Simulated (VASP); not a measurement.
HfC, 4 atoms in the cell. Symmetry: P6_3/mmc, No. 194, hexagonal system. The conventional cell has a = 3.408 Å, b = 3.408 Å, c = 5.305 Å, α = 90.00°, β = 90.00°, γ = 120.00°. Within 3.1 Å of Hf (site symmetry -6m2) lie 6 C at 2.37 Å. Within 3.1 Å of C (site symmetry -3m) lie 6 Hf at 2.37 Å and 2 C at 2.65 Å. 

| Item | Value |
| --- | --- |
| Program | VASP 6.6.1 |
| Task | single point |
| Functional | LDA |
| Potentials or basis | VASP PAW LDA potentials, release 64 (Hf_pv, C) |
| Cutoff | 520 eV |
| k mesh | 8 × 8 × 5 |
| Occupations | fermi-dirac, width 0.1 eV |
| Spin | no spin polarisation |
| Dipole correction | no |
| Further INCAR settings | ALGO = Normal; EDIFF = 1e-06; NBANDS = 22 |

Potentials or basis: VASP PAW LDA potentials, release 64 (Hf_pv, C).

Command:

```console
$ cat potpaw_LDA.64/Hf_pv/POTCAR potpaw_LDA.64/C/POTCAR > POTCAR
$ mpirun -np 1 vasp_std > vasp.out
```

Hardware: 1 thread of Intel Xeon 6975P-C, with other jobs on the host.

Task: Estimate the wall time of this run.

Result: It took 70 s on 1 thread of Intel Xeon 6975P-C, on a shared host, peak memory 0.17 GiB. Counts: scf iterations 14, k points 30.
